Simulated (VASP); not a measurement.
# Ag (P1) in VASP: single point with PBEsol

Aim: the single point of Ag with PBEsol.

All numbers are computed with VASP 6.6.1; they aren't measurements. Logs are shortened: lines on timing, memory, paths and dates and some standing lists are left out, and cuts for length are marked.

## (1) The cell of the first run

The typed cell holds 4 atoms: a = 2.778 Å, b = 2.859 Å, c = 9.514 Å, α = 93.61°, β = 89.57°, γ = 120.12°.

## (2) Single point, PBEsol (atoms moved at random and the cell strained at random)

INCAR reads:

```
SYSTEM = Ag
PREC = Accurate
ENCUT = 520
EDIFF = 1E-6
ISMEAR = 0
SIGMA = 0.15
LREAL = .False.
LASPH = .True.
NELM = 100
ALGO = Fast
ISIF = 2
LWAVE = .False.
LCHARG = .False.
GGA = PS
NBANDS = 30
```

KPOINTS reads:

```
regular mesh
0
Gamma
  12 12 4
  0 0 0
```

POSCAR reads:

```
Ag
1.0
    2.7774829642     -0.0257835206      0.0103361260
   -1.4110706660      2.4844509668     -0.0909650423
    0.0336192710     -0.3222343733      9.5083595069
Ag
4
Direct
    0.3786989338      0.6919054390      0.2502656697
    0.6124706539      0.2862345442      0.7592515709
   -0.0318045079      0.0131254687     -0.0087634302
    0.0406349202      0.0087345480      0.4992461896
```

Potentials or basis: VASP PAW PBE potentials, release 64 (Ag).

Launch:

```bash
$ cat potpaw_PBE.64/Ag/POTCAR > POTCAR
$ mpirun -np 1 vasp_std > vasp.out
```

OUTCAR:

```text
SYSTEM = Ag
   PREC = Accurate
   ENCUT = 520
   EDIFF = 1E-6
   ISMEAR = 0
   LREAL = .False.
   LASPH = .True.
   NELM = 100
   ISIF = 2
   GGA = PS

 ion  position               nearest neighbor table
   1  0.379  0.692  0.250-   4 2.80   4 2.82   3 2.88   3 2.89   4 3.00   3 3.10
   2  0.612  0.286  0.759-   3 2.73   3 2.74   3 2.75   4 2.80   4 2.97   4 3.15
   3  0.968  0.013  0.991-   2 2.73   2 2.74   2 2.75   1 2.88   1 2.89   1 3.10
   4  0.041  0.009  0.499-   2 2.80   1 2.80   1 2.82   2 2.97   1 3.00   2 3.15

  LATTYP: Found a triclinic cell.
 ALAT       =     2.8586520722
 B/A-ratio  =     0.9716544014
 C/A-ratio  =     3.3280991513
 COS(alpha) =     0.0075669885
 COS(beta)  =     0.0629831029
 COS(gamma) =     0.5017752076

  Lattice vectors:

 A1 = (   1.4110706660,  -2.4844509668,   0.0909650423)
 A2 = (   2.7774829642,  -0.0257835206,   0.0103361260)
 A3 = (   0.0336192710,  -0.3222343733,   9.5083595069)

Analysis of symmetry for initial positions (statically):
=====================================================================
 Subroutine PRICEL returns:
 Original cell was already a primitive cell.

 Routine SETGRP: Setting up the symmetry group for a
 triclinic supercell.

 Subroutine GETGRP returns: Found  1 space group operations
 (whereof  1 operations were pure point group operations)
 out of a pool of  2 trial point group operations.

The static configuration has the point symmetry C_1 .

Analysis of symmetry for dynamics (positions and initial velocities):
=====================================================================
 Subroutine PRICEL returns:
 Original cell was already a primitive cell.

 Routine SETGRP: Setting up the symmetry group for a
 triclinic supercell.

 Subroutine GETGRP returns: Found  1 space group operations
 (whereof  1 operations were pure point group operations)
 out of a pool of  2 trial point group operations.

The dynamic configuration has the point symmetry C_1 .

 Subroutine INISYM returns: Found  1 space group operations
 (whereof  1 operations are pure point group operations),
 and found     1 'primitive' translations

----------------------------------------------------------------------------------------

                                     Primitive cell

  volume of cell :      65.1892

  direct lattice vectors                    reciprocal lattice vectors
     2.777482964 -0.025783521  0.010336126     0.361927187  0.205768910  0.005693736
    -1.411070666  2.484450967 -0.090965042     0.003709638  0.405112538  0.013715980
     0.033619271 -0.322234373  9.508359507    -0.000357946  0.003651968  0.105295643

  length of vectors
     2.777621868  2.858652072  9.513877535     0.416370690  0.405361638  0.105359562

  position of ions in fractional coordinates (direct lattice)
     0.378698934  0.691905439  0.250265670
     0.612470654  0.286234544  0.759251571
     0.968195492  0.013125469  0.991236570
     0.040634920  0.008734548  0.499246190

  ion indices of the primitive-cell ions
   primitive index   ion index
                 1           1
                 2           2
                 3           3
                 4           4

----------------------------------------------------------------------------------------

 KPOINTS: regular mesh

Automatic generation of k-mesh.
 Grid dimensions read from file:
 generate k-points for:   12   12    4

 Generating k-lattice:

  Cartesian coordinates                     Fractional coordinates (reciprocal lattice)
     0.030160599  0.017147409  0.000474478     0.083333333  0.000000000  0.000000000
     0.000309137  0.033759378  0.001142998     0.000000000  0.083333333  0.000000000
    -0.000089486  0.000912992  0.026323911    -0.000000000  0.000000000  0.250000000

  Length of vectors
     0.034697558  0.033780137  0.026339891

  Shift w.r.t. Gamma in fractional coordinates (k-lattice)
     0.000000000  0.000000000  0.000000000

 Subroutine IBZKPT returns following result:
 ===========================================

 Found    292 irreducible k-points:

 Following reciprocal coordinates:
            Coordinates               Weight
  0.000000  0.000000  0.000000      1.000000
  0.083333  0.000000 -0.000000      2.000000
  0.166667 -0.000000 -0.000000      2.000000
  0.250000 -0.000000  0.000000      2.000000
  0.333333 -0.000000  0.000000      2.000000
  0.416667  0.000000  0.000000      2.000000
[... 16 lines left out ...]
  0.250000  0.166667 -0.000000      2.000000
  0.333333  0.166667 -0.000000      2.000000
 [... further k-points ...]
   k-points           NKPTS =    292   k-points in BZ     NKDIM =    292   number of bands    NBANDS=     30
   number of dos      NEDOS =    301   number of ions     NIONS =      4
   total plane-waves  NPLWV =  41472
   dimension x,y,z NGX =    24 NGY =   24 NGZ =   72
   dimension x,y,z NGXF=    48 NGYF=   48 NGZF=  144
   ions per type =               4
   NGX,Y,Z   is equivalent  to a cutoff of  14.36, 13.96, 12.58 a.u.
   NGXF,Y,Z  is equivalent  to a cutoff of  28.73, 27.91, 25.16 a.u.
 SYSTEM =  Ag
   PREC   = accura    normal or accurate (medium, high low for compatibility)
   ISTART =      0    job   : 0-new  1-cont  2-samecut
   ICHARG =      2    charge: 1-file 2-atom 10-const
   ISPIN  =      1    spin polarized calculation?
   LNONCOLLINEAR =      F non collinear calculations
   LSORBIT =      F    spin-orbit coupling
   LASPH  =      T    aspherical Exc in radial PAW
   ENCUT  =  520.0 eV  38.22 Ry    6.18 a.u.   5.16  5.32 17.69*2*pi/ulx,y,z
   NELM   =    100;   NELMIN=  2; NELMDL= -5     # of ELM steps
   EDIFF  = 0.1E-05   stopping-criterion for ELM
   LREAL  =      F    real-space projection
   EDIFFG = 0.1E-04   stopping-criterion for IOM
   NSW    =      0    number of steps for IOM
   IBRION =     -1    ionic relax: 0-MD 1-quasi-New 2-CG
   NFREE  =      0    steps in history (QN), initial steepest desc. (CG)
   ISIF   =      2    stress and relaxation
   ISYM   =      2    0-nonsym 1-usesym 2-fastsym
   POTIM  = 0.5000    time-step for ionic-motion
   TEBEG  =    0.0;   TEEND  =   0.0 temperature during run
   PSTRESS=    0.0 pullay stress
   NELECT =      44.0000    total number of electrons
   NUPDOWN=      -1.0000    fix difference up-down
   EMIN   =  10.00;   EMAX   =-10.00  energy-range for DOS
   EFERMI =   0.00;   METHOD = LEGACY
   ISMEAR =     0;   SIGMA  =   0.15  broadening in eV -4-tet -1-fermi 0-gaus
   EFERMI_NEDOS =   21; number of points for ismear=-14 and -15
   IALGO  =     68    algorithm
   IMIX   =      4    mixing-type and parameters
     AMIX     =   0.40;   BMIX     =  1.00
     AMIX_MAG =   1.60;   BMIX_MAG =  1.00
  volume/ion in A,a.u.               =      16.30       109.98
  Fermi-wavevector in a.u.,A,eV,Ry     =   1.436042  2.713726 28.058167  2.062217
  Thomas-Fermi vector in A             =   2.555274
   LORBIT       =      0    0 simple, 1 ext, 2 COOP (PROOUT), +10 PAW based schemes
   GGA     = PS    functional components
   LHFCALC =     F    Hartree Fock is set to
   AEXX    =    0.0000 exact exchange contribution
   IVDW    =     0    specifies the selected vdW correction
   LEPSILON=     F    determine dielectric tensor
   LRPA    =     F    only Hartree local field effects (RPA)
 non-spin polarized calculation
 RMM-DIIS sequential band-by-band and
 Gauss-broadening in eV      SIGMA  =   0.15
  energy-cutoff  :      520.00
  volume of cell :       65.19
 maximum number of plane-waves:      1781
 NGX is ok and might be reduce to    24
   NGX = 11   NGY = 11   NGZ = 35

 number of electron      44.0000003 magnetization

 Free energy of the ion-electron system (eV)
  ---------------------------------------------------
  ext. energy  EPLUGINS =         0.00000000
  ---------------------------------------------------
  free energy    TOTEN  =       -13.04935509 eV

  energy without entropy =      -13.03346616  energy(sigma->0) =      -13.04141063

 E-fermi :   8.8592     XC(G=0): -12.6746

 val. band max:        8.8571207707   @ k =   0.5000   0.4167   0.5000
 cond. band min:       8.8702179305   @ k =   0.2500  -0.0000   0.5000
 fundamental gap:      0.0130971598
 Fermi energy:         8.8591502032

 k-point     1 :       0.0000    0.0000    0.0000
  band No.  band energies     occupation
      1       0.6878      2.00000
      2       2.0071      2.00000
      3       2.0431      2.00000
      4       2.1866      2.00000
      5       3.6169      2.00000
      6       3.7611      2.00000
[... 22 lines left out ...]
     29      24.8528      0.00000
     30      25.6662      0.00000

 k-point     2 :       0.0833    0.0000   -0.0000
  band No.  band energies     occupation
      1       0.9009      2.00000
      2       2.1972      2.00000
      3       2.2115      2.00000
      4       2.3562      2.00000
      5       3.6436      2.00000
      6       3.7261      2.00000
[... 22 lines left out ...]
     29      24.8338      0.00000
     30      25.4235      0.00000

 k-point     3 :       0.1667   -0.0000   -0.0000
  band No.  band energies     occupation
      1       1.4937      2.00000
      2       2.5667      2.00000
      3       2.6682      2.00000
      4       2.8042      2.00000
      5       3.3235      2.00000
      6       3.5312      2.00000
[... 22 lines left out ...]
     29      23.6793      0.00000
     30      24.1389      0.00000

 k-point     4 :       0.2500   -0.0000    0.0000
  band No.  band energies     occupation
      1       2.2262      2.00000
      2       2.6789      2.00000
      3       2.8061      2.00000
      4       2.9122      2.00000
      5       3.1573      2.00000
      6       3.3644      2.00000
[... 22 lines left out ...]
     29      21.2973      0.00000
     30      21.4923      0.00000

 k-point     5 :       0.3333   -0.0000    0.0000
  band No.  band energies     occupation
      1       2.3691      2.00000
      2       2.4426      2.00000
      3       2.5493      2.00000
      4       2.8399      2.00000
      5       3.0262      2.00000
      6       3.1819      2.00000
[... 22 lines left out ...]
     29      21.0541      0.00000
     30      21.1300      0.00000
[... 526 lines left out ...]
     29      21.3082      0.00000
     30      22.4097      0.00000

 k-point    22 :       0.1667    0.1667   -0.0000
  band No.  band energies     occupation
      1       2.5944      2.00000
      2       2.8147      2.00000
      3       2.9290      2.00000
      4       3.0698      2.00000
      5       3.2109      2.00000
      6       3.3081      2.00000
[... 22 lines left out ...]
     29      20.6448      0.00000
     30      21.1629      0.00000

 k-point    23 :       0.2500    0.1667   -0.0000
  band No.  band energies     occupation
      1       2.6332      2.00000
      2       2.6742      2.00000
      3       2.8785      2.00000
      4       3.1204      2.00000
      5       3.2215      2.00000
      6       3.3033      2.00000
[... 22 lines left out ...]
     29      18.6492      0.00000
     30      19.0803      0.00000

 k-point    24 :       0.3333    0.1667   -0.0000
  band No.  band energies     occupation
      1       2.4583      2.00000
      2       2.5164      2.00000
      3       2.6827      2.00000
      4       3.0523      2.00000
      5       3.1854      2.00000
      6       3.2172      2.00000
[... 22 lines left out ...]
     29      16.9321      0.00000
     30      18.3509      0.00000

 [... further k-points ...]

------------------------ aborting loop because EDIFF is reached ----------------------------------------

  FORCE on cell =-STRESS in cart. coord.  units (eV):
  Direction    XX          YY          ZZ          XY          YZ          ZX
  --------------------------------------------------------------------------------------
  -------------------------------------------------------------------------------------
  Total        2.7362757      1.4156567      1.1583441      0.3255688      0.5428202      0.0429865
  in kB       67.2503942     34.7930840     28.4690236      8.0016178     13.3410803      1.0564931
  external PRESSURE =      43.5041673 kB  Pullay stress =       0.0000000 kB

 VOLUME and BASIS-vectors are now :
 -----------------------------------------------------------------------------
  energy-cutoff  :      520.00
  volume of cell :       65.19
      direct lattice vectors                 reciprocal lattice vectors
     2.777482964 -0.025783521  0.010336126     0.361927187  0.205768910  0.005693736
    -1.411070666  2.484450967 -0.090965042     0.003709638  0.405112538  0.013715980
     0.033619271 -0.322234373  9.508359507    -0.000357946  0.003651968  0.105295643

 POSITION                                       TOTAL-FORCE (eV/Angst)
 -----------------------------------------------------------------------------------
      0.08392      1.62860      2.32059        -0.038313     -0.076594     -0.267489
      1.32276      0.45069      7.19953         0.107261      0.076329     -0.899680
      2.70395     -0.31176      9.43385         0.045395     -0.025216      0.951883
      0.11732     -0.14022      4.74664        -0.114342      0.025482      0.215286
 -----------------------------------------------------------------------------------
    total drift:                                0.000051     -0.000032      0.000024

  FREE ENERGIE OF THE ION-ELECTRON SYSTEM (eV)
  ---------------------------------------------------
  free  energy   TOTEN  =       -13.0493550910 eV

  energy  without entropy=      -13.0334661590  energy(sigma->0) =      -13.04141063
```

Wall time 3 min (1 thread of Intel Xeon 6975P-C (Granite Rapids), shared host); peak memory 0.5 GiB.

Results:

- Free energy: -13.0494 eV
- Pressure: 4.4 GPa
- Largest force: 0.953 eV/Å
- Band gap on the k mesh: zero (bands 22 and 23 overlap by 6.79 eV)

Forces on the atoms (eV/Å):
```
Ag  -0.038 -0.077 -0.267
Ag   0.107  0.076 -0.900
Ag   0.045 -0.025  0.952
Ag  -0.114  0.025  0.215
```

Stress tensor (GPa, compression positive):
```
6.73 0.80 0.11
0.80 3.48 1.33
0.11 1.33 2.85
```

Levels at points of the mesh, in eV from the Fermi level:
```
           k point  band 18  band 19  band 20  band 21  band 22  band 23  band 24  band 25  band 26  band 27
(0.00, 0.00, 0.00)    -3.71    -3.58    -3.44    -3.29    -3.10    -2.89    -0.77     3.40    10.22    11.36
(0.50, 0.00, 0.00)    -2.74    -2.70    -2.66     0.11     0.62     1.37     1.67     5.06     5.42     7.82
(0.00, 0.50, 0.00)    -2.78    -2.74    -2.72    -0.52     0.60     1.12     1.87     3.65     4.90     6.11
(0.50, 0.50, 0.00)    -2.78    -2.73    -2.68    -0.29     0.67     1.22     1.84     4.19     4.84     7.30
(0.00, 0.00, 0.50)    -3.60    -3.41    -3.20    -3.07    -3.02    -2.76    -2.73     5.98     6.38    14.72
(0.50, 0.00, 0.50)    -2.78    -2.69    -2.68     0.39     0.63     1.39     1.60     5.43     5.78     6.54
(0.00, 0.50, 0.50)    -2.80    -2.79    -2.75    -0.08     0.24     1.31     1.84     3.83     5.28     5.46
(0.50, 0.50, 0.50)    -2.82    -2.75    -2.72     0.14     0.36     1.41     1.78     4.37     5.15     6.43
```

Caveat: the cell differs from its parent crystal (atoms moved at random and the cell strained at random); the cell stands under pressure; the PAW data sets were made with another functional, which shifts forces and pressure a little.
